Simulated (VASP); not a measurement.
# Re (P6_3/mmc) in VASP: notebook, part 2 of 2

VASP 6.6.1. The steps go on from the part before.

### Step 3. Single point, PBEsol+D3(BJ)

This run uses another cell than the first one, of 15.30 Å³/atom.

INCAR

```
SYSTEM = Re
  PREC = Accurate
  ENCUT = 520
  EDIFF = 1E-6
  ISMEAR = -1
  SIGMA = 0.1
  LREAL = .FALSE.
  LASPH = .TRUE.
  NELM = 100
  ALGO = Normal
  ISIF = 2
  LWAVE = .FALSE.
  LCHARG = .FALSE.
  GGA = PS
  IVDW = 12
  NBANDS = 14
```

KPOINTS

```
Automatic mesh
0
G
  14 14 8
  0 0 0
```

POSCAR

```
Re
1.0
    2.7971304821      0.0000000000      0.0000000000
   -1.3985652410      2.4223860503      0.0000000000
    0.0000000000      0.0000000000      4.5168672541
Re
2
Direct
    0.3333333333      0.6666666667      0.2500000000
    0.6666666667      0.3333333333      0.7500000000
```

Potentials or basis: VASP PAW PBE potentials, release 64 (Re).

Launch:

```bash
$ cat potpaw_PBE.64/Re/POTCAR > POTCAR
$ mpirun -np 1 vasp_std > vasp.out
```

OUTCAR:

```text
SYSTEM = Re
   PREC = Accurate
   ENCUT = 520
   EDIFF = 1E-6
   ISMEAR = -1
   LREAL = .FALSE.
   LASPH = .TRUE.
   NELM = 100
   ISIF = 2
   GGA = PS
   IVDW = 12
 IVDW          = 12

 ion  position               nearest neighbor table
   1  0.333  0.667  0.250-   2 2.78   2 2.78   2 2.78   2 2.78   2 2.78   2 2.78
   2  0.667  0.333  0.750-   1 2.78   1 2.78   1 2.78   1 2.78   1 2.78   1 2.78

  LATTYP: Found a hexagonal cell.
 ALAT       =     2.7971304821
 C/A-ratio  =     1.6148217908

  Lattice vectors:

 A1 = (   2.7971304821,   0.0000000000,   0.0000000000)
 A2 = (  -1.3985652410,   2.4223860503,   0.0000000000)
 A3 = (   0.0000000000,   0.0000000000,   4.5168672541)

Analysis of symmetry for initial positions (statically):
=====================================================================
 Subroutine PRICEL returns:
 Original cell was already a primitive cell.

 Routine SETGRP: Setting up the symmetry group for a
 hexagonal supercell.

 Subroutine GETGRP returns: Found 24 space group operations
 (whereof 12 operations were pure point group operations)
 out of a pool of 24 trial point group operations.

The static configuration has the point symmetry D_3d.
[... 180 lines left out ...]
      9       7.4234      0.25401
     10       7.7813      0.00808
     11      10.4311      0.00000
     12      10.4311      0.00000
     13      16.7184      0.00000
     14      21.3555      0.00000
[... 377 lines left out ...]
      1       2.3212      2.00000
      2       3.1565      2.00000
      3       3.3241      2.00000
      4       4.0800      2.00000
      5       5.1122      2.00000
      6       5.3680      2.00000
      7       7.1493      1.38565
      8       9.9114      0.00000
      9      10.3844      0.00000
     10      10.5819      0.00000
     11      13.5352      0.00000
     12      13.6079      0.00000
     13      15.3726      0.00000
     14      20.8239      0.00000

 [... further k-points ...]

------------------------ aborting loop because EDIFF is reached ----------------------------------------

 Edisp (eV)   -1.31925

 E8    (eV) :    -0.9562

  FORCE on cell =-STRESS in cart. coord.  units (eV):
  Direction    XX          YY          ZZ          XY          YZ          ZX
  --------------------------------------------------------------------------------------
  -------------------------------------------------------------------------------------
  Total      -4.70794    -4.70794    -4.75176    -0.00000     0.00000     0.00000
  in kB    -246.46118  -246.46118  -248.75494    -0.00000     0.00000     0.00000
  external pressure =     -247.23 kB  Pullay stress =        0.00 kB

 VOLUME and BASIS-vectors are now :
 -----------------------------------------------------------------------------
  energy-cutoff  :      520.00
  volume of cell :       30.61
      direct lattice vectors                 reciprocal lattice vectors
     2.797130482  0.000000000  0.000000000     0.357509243  0.206408058  0.000000000
    -1.398565241  2.422386050  0.000000000     0.000000000  0.412816116  0.000000000
     0.000000000  0.000000000  4.516867254     0.000000000  0.000000000  0.221392382

 POSITION                                       TOTAL-FORCE (eV/Angst)
 -----------------------------------------------------------------------------------
     -0.00000      1.61492      1.12922         0.000000      0.000000      0.000000
      1.39857      0.80746      3.38765        -0.000000      0.000000      0.000000
 -----------------------------------------------------------------------------------
    total drift:                                0.000000     -0.000000     -0.000000

  FREE ENERGIE OF THE ION-ELECTRON SYSTEM (eV)
  ---------------------------------------------------
  free  energy   TOTEN  =       -27.9999626745 eV

  energy  without entropy=      -27.9448534839  energy(sigma->0) =      -27.97240808
```

OSZICAR:

```text
N       E                     dE             d eps       ncg     rms          rms(c)
DAV:   1     0.175481317940E+02    0.17548E+02   -0.67598E+03  6708   0.124E+03
DAV:   2    -0.271828588582E+02   -0.44731E+02   -0.39309E+02  5454   0.275E+02
DAV:   3    -0.282808738003E+02   -0.10980E+01   -0.10643E+01  5300   0.454E+01
DAV:   4    -0.282919165296E+02   -0.11043E-01   -0.11031E-01  5102   0.314E+00
DAV:   5    -0.282921248663E+02   -0.20834E-03   -0.20831E-03  5276   0.761E-01    0.412E+01
DAV:   6    -0.270643242238E+02    0.12278E+01   -0.10771E+00  5860   0.281E+01    0.157E+01
DAV:   7    -0.266963580028E+02    0.36797E+00   -0.61965E-01  5898   0.208E+01    0.714E-01
DAV:   8    -0.266814405256E+02    0.14917E-01   -0.10288E-02  6106   0.128E+00    0.262E-01
DAV:   9    -0.266807108773E+02    0.72965E-03   -0.39435E-04  5948   0.190E-01    0.401E-02
DAV:  10    -0.266807092630E+02    0.16143E-05   -0.44090E-05  5538   0.637E-02    0.157E-02
DAV:  11    -0.266807106134E+02   -0.13504E-05   -0.33930E-07  3110   0.248E-02    0.264E-03
DAV:  12    -0.266807102274E+02    0.38597E-06   -0.40760E-07  2568   0.105E-02
   1 F= -.27999963E+02 E0= -.27972408E+02  d E =-.551092E-01
```

stdout:

```text
POSCAR found type information on POSCAR Re
 POSCAR found :  1 types and       2 ions
 scaLAPACK will be used
 -----------------------------------------------------------------------------
|                                                                             |
|                                                                             |
|     You enforced a specific xc type in the INCAR file but a different       |
|     I HOPE YOU KNOW WHAT YOU ARE DOING!                                     |
|                                                                             |
 -----------------------------------------------------------------------------

 LDA part: xc-table for (Slater+PW92), standard interpolation
 POSCAR, INCAR and KPOINTS ok, starting setup
 FFT: planning ... GRIDC
 FFT: planning ... GRID_SOFT
 FFT: planning ... GRID
 WAVECAR not read
 entering main loop
```

It took 21 s on 1 thread of Intel Xeon 6975P-C (Granite Rapids), shared host; peak memory 0.19 GiB.

Results:

```
Free energy                : -28.0000 eV
Pressure                   : -24.7 GPa
Band gap on the k mesh     : zero (bands 7 and 8 overlap by 3.09 eV)
Dispersion energy per atom : -0.660 eV
```

Caveat: three body term missing; the cell stands under tension; the PAW data sets were made with another functional, which shifts forces and pressure a little; spin-orbit coupling is left out, which moves the levels of the heavy elements.

### Step 4. Single point, PBEsol+D3(BJ)

This run uses another cell than the first one, of 15.60 Å³/atom.

INCAR

```
SYSTEM = Re
ALGO = Normal ; EDIFF = 1E-6
ENCUT = 520 ; GGA = PS
ISIF = 2 ; ISMEAR = -1
IVDW = 12 ; LASPH = .True.
LCHARG = .True. ; LELF = .True.
LREAL = .False. ; LVHAR = .True.
LWAVE = .False. ; NBANDS = 14
NELM = 100 ; PREC = Accurate
SIGMA = 0.1
```

KPOINTS

```
k-points
0
Gamma
  14 14 8
  0 0 0
```

POSCAR

```
Re
1.0
    2.8149470801      0.0000000000      0.0000000000
   -1.4074735401      2.4378156769      0.0000000000
    0.0000000000      0.0000000000      4.5456378849
Re
2
Direct
    0.3333333333      0.6666666667      0.2500000000
    0.6666666667      0.3333333333      0.7500000000
```

Launch:

```bash
$ cat potpaw_PBE.64/Re/POTCAR > POTCAR
$ mpirun -np 1 vasp_std > vasp.out
```

Wall time 22 s (1 thread of Intel Xeon 6975P-C (Granite Rapids), shared host); peak memory 0.19 GiB.

It converged, with:

```
Free energy                : -27.8993 eV
Pressure                   : -30.2 GPa
Band gap on the k mesh     : zero (bands 7 and 8 overlap by 3.01 eV)
Dispersion energy per atom : -0.647 eV
```

Stress tensor (GPa, compression positive):
```
-30.13   0.00   0.00
  0.00 -30.13   0.00
  0.00   0.00 -30.45
```

Levels at points of the mesh, in eV from the Fermi level:
| k point | band 5 | band 6 | band 7 | band 8 | band 9 | band 10 |
| --- | --- | --- | --- | --- | --- | --- |
| (0.00, 0.00, 0.00) | -1.43 | -0.67 | -0.67 | 0.19 | 0.19 | 0.52 |
| (0.50, 0.00, 0.00) | -1.70 | -1.28 | -0.56 | 3.64 | 4.01 | 4.12 |
| (0.00, 0.00, 0.50) | -1.55 | -1.55 | -1.55 | -1.55 | 2.35 | 2.35 |
| (0.50, 0.00, 0.50) | 0.39 | 0.39 | 0.82 | 0.82 | 3.92 | 3.92 |

Caveat: three body term missing; the cell stands under tension; the PAW data sets were made with another functional, which shifts forces and pressure a little; spin-orbit coupling is left out, which moves the levels of the heavy elements.

### Step 5. Summary

| cell | gap on the mesh (eV) | pressure (GPa) |
| --- | --- | --- |
| a = 2.779, b = 2.779, c = 4.488 Å, angles 90.0, 90.0, 120.0°, 2 atoms | none | -18.5 |
| a = 2.797, b = 2.797, c = 4.517 Å, angles 90.0, 90.0, 120.0°, 2 atoms | none | -24.7 |
| a = 2.815, b = 2.815, c = 4.546 Å, angles 90.0, 90.0, 120.0°, 2 atoms | none | -30.2 |

Alike in all rows: task single point; level PBEsol+D3(BJ); potentials or basis VASP PAW PBE potentials, release 64 (Re); no spin polarisation; k mesh 14 × 14 × 8; cutoff (eV) 520; smearing fermi-dirac 0.1 eV.

Caveats: three body term missing; the cell stands under tension; the PAW data sets were made with another functional, which shifts forces and pressure a little; spin-orbit coupling is left out, which moves the levels of the heavy elements.

Total energies depend on the potentials used, so only differences within one code and one set of settings carry meaning.
